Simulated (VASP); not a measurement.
# La8Ga8O25 (a cell with a defect) in VASP: single point with PBEsol

Aim: the single point of La8Ga8O25 (a cell with a defect) with PBEsol.

All numbers are computed with VASP 6.6.1; they aren't measurements. Logs are shortened: lines on timing, memory, paths and dates and some standing lists are left out, and cuts for length are marked.

## 1. The cell of the first run

The cell holds a defect, 41 atoms: a = 7.729 Å, b = 7.729 Å, c = 7.729 Å, α = 90.00°, β = 90.00°, γ = 90.00°.

## 2. Single point, PBEsol

INCAR

```
ALGO = Normal ; EDIFF = 1E-6
ENCUT = 520 ; GGA = PS
ISIF = 2 ; ISMEAR = -1
ISYM = 0 ; LASPH = True
LCHARG = True ; LELF = True
LREAL = Auto ; LVHAR = True
LWAVE = False ; NBANDS = 197
NELM = 60 ; PREC = Accurate
SIGMA = 0.05
```

KPOINTS

```
Automatic mesh
0
Gamma
  1 1 1
  0.25 0.25 0.25
```

POSCAR

```
La8Ga8O25
1.0
    7.7293080000      0.0000000000      0.0000000000
    0.0000000000      7.7293080000      0.0000000000
    0.0000000000      0.0000000000      7.7293080000
La Ga O
8 8 25
Direct
    0.9987080000      0.9895790000      0.9929700000
    0.0094290000      0.9928810000      0.4993370000
    0.9948760000      0.4916500000      0.9890290000
    0.0025910000      0.5036800000      0.4836050000
    0.5053090000      0.0037890000      0.0113240000
    0.5177010000      0.9994760000      0.5034650000
    0.5027710000      0.5178490000      0.0086740000
    0.5183990000      0.5233360000      0.5183130000
    0.2511080000      0.2537260000      0.2283360000
    0.2530940000      0.2513000000      0.7711660000
    0.2541170000      0.7542010000      0.2476530000
    0.2528610000      0.7491620000      0.7527590000
    0.7535560000      0.2522210000      0.2494280000
    0.7534490000      0.2524040000      0.7506760000
    0.7558220000      0.7537050000      0.2499420000
    0.7564540000      0.7532230000      0.7523660000
    0.1923740000      0.2348620000      0.9989340000
    0.2714550000      0.1831010000      0.5422630000
    0.2925030000      0.7690810000      0.0003980000
    0.2247750000      0.7374460000      0.4989910000
    0.7996980000      0.2305230000      0.9999050000
    0.7049160000      0.2722390000      0.4999240000
    0.7248780000      0.7739000000      0.0008750000
    0.7800670000      0.7342470000      0.5009320000
    0.0026560000      0.2226630000      0.2968770000
    0.0012300000      0.2996510000      0.7129980000
    0.0034170000      0.7938120000      0.2306400000
    0.0020170000      0.7120180000      0.7782000000
    0.5039640000      0.2790890000      0.1940970000
    0.5045160000      0.2120780000      0.7924850000
    0.5057970000      0.7191730000      0.2792740000
    0.5057260000      0.7840210000      0.7196550000
    0.2961910000      0.0066130000      0.2588630000
    0.2047000000      0.9918770000      0.7566730000
    0.2115600000      0.5103660000      0.2066020000
    0.2979610000      0.4991040000      0.7665300000
    0.7177900000      0.0029700000      0.2685360000
    0.7930780000      0.0022780000      0.7278340000
    0.7883000000      0.5031800000      0.2306700000
    0.7129300000      0.5030560000      0.7736200000
    0.2779650000      0.3443890000      0.4510390000
```

Potentials or basis: VASP PAW PBE potentials, release 64 (La, Ga_d, O).

The run is started by

```sh
$ cat potpaw_PBE.64/La/POTCAR potpaw_PBE.64/Ga_d/POTCAR potpaw_PBE.64/O/POTCAR > POTCAR
$ mpirun -np 1 vasp_std > vasp.out
```

OUTCAR:

```text
EDIFF = 1E-6
   ENCUT = 520
   GGA = PS
   ISIF = 2
   ISMEAR = -1
   ISYM = 0
   LASPH = True
   LREAL = Auto
   NELM = 60
   PREC = Accurate

 ion  position               nearest neighbor table
   1  0.999  0.990  0.993-  27 2.38  17 2.42  21 2.42  34 2.42  38 2.60  23 2.69  28 2.71  16 3.21
                            12 3.28  15 3.29  10 3.30
   2  0.009  0.993  0.499-  25 2.37  38 2.43  34 2.50  18 2.52  20 2.58  27 2.59  24 2.67  11 3.28

   3  0.995  0.492  0.989-  28 2.36  35 2.38  39 2.46  17 2.51  21 2.52  26 2.60  40 2.74  10 3.20
                            14 3.21   9 3.27  16 3.29
   4  0.003  0.504  0.484-  26 2.37  41 2.47  24 2.48  20 2.50  39 2.56  25 2.61  35 2.68  28 2.79
                            15 3.26  13 3.28  11 3.29
   5  0.505  0.004  0.011-  30 2.34  19 2.45  23 2.46  33 2.50  29 2.55  37 2.58  32 2.82   9 3.23
                            13 3.28  11 3.29  15 3.30
   6  0.518  0.999  0.503-  32 2.36  37 2.39  18 2.39  33 2.55  22 2.56  38 2.75  30 2.78  31 2.78
                            16 3.28  14 3.29  15 3.29   8 3.68
   7  0.503  0.518  0.009-  29 2.34  40 2.44  36 2.46  19 2.53  31 2.61  23 2.62  35 2.72  39 2.80
                            11 3.23  15 3.26   9 3.29  12 3.29
   8  0.518  0.523  0.518-  41 2.37  31 2.39  22 2.42  40 2.49  32 2.55  36 2.57  24 2.60  20 2.81
                            16 3.13  12 3.25  15 3.29   6 3.68
   9  0.251  0.254  0.228-  17 1.84  41 1.87  33 1.96  29 1.98  25 2.01  35 2.01   5 3.23   3 3.27
[... 26 lines left out ...]
  28  0.002  0.712  0.778-  16 1.93  12 1.97   3 2.36   1 2.71   4 2.79
  29  0.504  0.279  0.194-   9 1.98  13 1.99   7 2.34   5 2.55
  30  0.505  0.212  0.792-  10 1.97  14 1.98   5 2.34   6 2.78
  31  0.506  0.719  0.279-  15 1.96  11 1.98   8 2.39   7 2.61   6 2.78
  32  0.506  0.784  0.720-  16 1.97  12 1.99   6 2.36   8 2.55   5 2.82
  33  0.296  0.007  0.259-   9 1.96  11 1.98   5 2.50   6 2.55
  34  0.205  0.992  0.757-  12 1.91  10 2.04   1 2.42   2 2.50
  35  0.212  0.510  0.207-  11 1.94   9 2.01   3 2.38   4 2.68   7 2.72
  36  0.298  0.499  0.767-  10 1.95  12 1.97   7 2.46   8 2.57
  37  0.718  0.003  0.269-  13 1.95  15 1.95   6 2.39   5 2.58
  38  0.793  0.002  0.728-  16 1.95  14 1.97   2 2.43   1 2.60   6 2.75
  39  0.788  0.503  0.231-  15 1.96  13 1.96   3 2.46   4 2.56   7 2.80
  40  0.713  0.503  0.774-  16 1.97  14 1.97   7 2.44   8 2.49   3 2.74
  41  0.278  0.344  0.451-  18 1.43   9 1.87   8 2.37   4 2.47

IMPORTANT INFORMATION: All symmetrisations will be switched off!
NOSYMM: (Re-)initialisation of all symmetry stuff for point group C_1.

----------------------------------------------------------------------------------------

                                     Primitive cell

  volume of cell :     461.7659

  direct lattice vectors                    reciprocal lattice vectors
     7.729308000  0.000000000  0.000000000     0.129377688  0.000000000  0.000000000
     0.000000000  7.729308000  0.000000000     0.000000000  0.129377688  0.000000000
     0.000000000  0.000000000  7.729308000     0.000000000  0.000000000  0.129377688

  length of vectors
     7.729308000  7.729308000  7.729308000     0.129377688  0.129377688  0.129377688

[... 154 lines left out ...]
   IALGO  =     38    algorithm
   IMIX   =      4    mixing-type and parameters
     AMIX     =   0.40;   BMIX     =  1.00
     AMIX_MAG =   1.60;   BMIX_MAG =  1.00
  volume/ion in A,a.u.               =      11.26        76.00
  Fermi-wavevector in a.u.,A,eV,Ry     =   1.481186  2.799036 29.849983  2.193912
  Thomas-Fermi vector in A             =   2.595127
   LORBIT       =      0    0 simple, 1 ext, 2 COOP (PROOUT), +10 PAW based schemes
   GGA     = PS    functional components
   LHFCALC =     F    Hartree Fock is set to
   AEXX    =    0.0000 exact exchange contribution
   IVDW    =     0    specifies the selected vdW correction
   LEPSILON=     F    determine dielectric tensor
   LRPA    =     F    only Hartree local field effects (RPA)
 non-spin polarized calculation
  energy-cutoff  :      520.00
  volume of cell :      461.77
 maximum number of plane-waves:     12452
 NGX is ok and might be reduce to    60
   NGX = 29   NGY = 29   NGZ = 29

 number of electron     341.9999999 magnetization

 Free energy of the ion-electron system (eV)
  ---------------------------------------------------
  ext. energy  EPLUGINS =         0.00000000
  ---------------------------------------------------
  free energy    TOTEN  =      -308.39895117 eV

  energy without entropy =     -308.39895117  energy(sigma->0) =     -308.39895117

 E-fermi :   8.2358     XC(G=0): -12.2469

 val. band max:        7.0221407823   @ k =  -0.2500  -0.2500   0.2500
 cond. band min:      11.3413415237   @ k =   0.2500  -0.2500   0.2500
 fundamental gap:      4.3192007414
 Fermi energy:         8.2357637012

 k-point     1 :       0.2500    0.2500    0.2500
  band No.  band energies     occupation
      1     -22.9148      2.00000
      2     -22.8380      2.00000
      3     -22.8004      2.00000
      4     -22.7821      2.00000
      5     -22.7475      2.00000
      6     -22.7207      2.00000
[... 733 lines left out ...]
    182      12.0470      0.00000
    183      12.0541      0.00000
 [bands above 183 left out]

------------------------ aborting loop because EDIFF is reached ----------------------------------------

  FORCE on cell =-STRESS in cart. coord.  units (eV):
  Direction    XX          YY          ZZ          XY          YZ          ZX
  --------------------------------------------------------------------------------------
  -------------------------------------------------------------------------------------
  Total       17.8277700     22.5149477     29.5487085     -0.2815192     -6.7306832      0.0088595
  in kB       61.8565599     78.1195411    102.5244023     -0.9767798    -23.3532801      0.0307396
  external PRESSURE =      80.8335011 kB  Pullay stress =       0.0000000 kB

 VOLUME and BASIS-vectors are now :
 -----------------------------------------------------------------------------
  energy-cutoff  :      520.00
  volume of cell :      461.77
      direct lattice vectors                 reciprocal lattice vectors
     7.729308000  0.000000000  0.000000000     0.129377688  0.000000000  0.000000000
     0.000000000  7.729308000  0.000000000     0.000000000  0.129377688  0.000000000
     0.000000000  0.000000000  7.729308000     0.000000000  0.000000000  0.129377688

 POSITION                                       TOTAL-FORCE (eV/Angst)
 -----------------------------------------------------------------------------------
      7.71932      7.64876      7.67497        -0.011078      0.039204     -0.016639
      0.07288      7.67428      3.85953         0.017595     -0.011523      0.018022
      7.68970      3.80011      7.64451        -0.023775     -0.043344      0.070025
      0.02003      3.89310      3.73793        -0.058789      0.020680     -0.039430
      3.90569      0.02929      0.08753         0.021840     -0.038496      0.008512
      4.00147      7.72526      3.89144         0.002734      0.023962     -0.029497
[... 33 lines left out ...]
      5.51046      3.88827      5.97955         0.000577      0.023800     -0.005117
      2.14848      2.66189      3.48622         0.091857      0.198664     -0.025349
 -----------------------------------------------------------------------------------
    total drift:                               -0.016952     -0.006943     -0.003470

  FREE ENERGIE OF THE ION-ELECTRON SYSTEM (eV)
  ---------------------------------------------------
  free  energy   TOTEN  =      -308.3989511744 eV

  energy  without entropy=     -308.3989511743  energy(sigma->0) =     -308.39895117
```

stdout:

```text
POSCAR found type information on POSCAR LaGaO
 POSCAR found :  3 types and      41 ions
 scaLAPACK will be used
 -----------------------------------------------------------------------------
|                                                                             |
|                                                                             |
|     You enforced a specific xc type in the INCAR file but a different       |
|     I HOPE YOU KNOW WHAT YOU ARE DOING!                                     |
|                                                                             |
 -----------------------------------------------------------------------------

 LDA part: xc-table for (Slater+PW92), standard interpolation
 POSCAR, INCAR and KPOINTS ok, starting setup
 FFT: planning ... GRIDC
 FFT: planning ... GRID_SOFT
 FFT: planning ... GRID
 WAVECAR not read
 entering main loop
```

Wall time 28 min (1 thread of Intel Xeon Platinum 8375C at 2.90GHz (Ice Lake), shared host); peak memory 0.65 GiB.

What came out:

| Item | Value |
| --- | --- |
| Free energy | -308.3990 eV |
| Pressure | 8.1 GPa |
| Largest force | 0.225 eV/Å |
| Band gap on the k mesh | 4.32 eV |

Forces on the atoms (eV/Å):
```
La  -0.011  0.039 -0.017
La   0.018 -0.012  0.018
La  -0.024 -0.043  0.070
La  -0.059  0.021 -0.039
La   0.022 -0.038  0.009
La   0.003  0.024 -0.029
La   0.014  0.035 -0.058
La   0.008 -0.060 -0.008
Ga   0.010  0.010 -0.059
Ga   0.007  0.004  0.017
Ga  -0.011 -0.014 -0.014
Ga  -0.013  0.013  0.005
Ga  -0.012  0.010 -0.011
Ga   0.003  0.005  0.004
Ga   0.016 -0.005 -0.016
Ga  -0.003 -0.015  0.008
O    0.002 -0.034  0.059
O   -0.058 -0.183  0.117
O    0.056  0.051 -0.021
O    0.009 -0.034  0.038
O   -0.007 -0.008 -0.001
O   -0.003 -0.001  0.002
O    0.008 -0.018  0.005
O    0.005  0.019  0.010
O    0.025 -0.024  0.007
O    0.014  0.004 -0.051
O   -0.012  0.013 -0.020
O    0.041 -0.015  0.007
O   -0.030  0.027 -0.013
O   -0.029  0.004 -0.024
O   -0.019 -0.011  0.061
O    0.007  0.028 -0.033
O    0.012 -0.024  0.036
O   -0.058  0.008 -0.024
O   -0.022  0.052 -0.065
O    0.021 -0.048  0.031
O    0.004  0.003  0.001
O   -0.016 -0.008  0.007
O   -0.009  0.004  0.023
O    0.001  0.024 -0.005
O    0.092  0.199 -0.025
```

Stress tensor (GPa, compression positive):
```
 6.19 -0.10  0.00
-0.10  7.81 -2.34
 0.00 -2.34 10.25
```

Levels at points of the mesh, in eV from the valence-band top:
```
           k point  band 167  band 168  band 169  band 170  band 171  band 172  band 173  band 174  band 175  band 176
(0.25, 0.25, 0.25)     -0.34     -0.25     -0.19     -0.15     -0.07      4.35      4.64      4.72      4.81      4.89
```

Caveat: the PAW data sets were made with another functional, which shifts forces and pressure a little; spin-orbit coupling is left out, which moves the levels of the heavy elements.
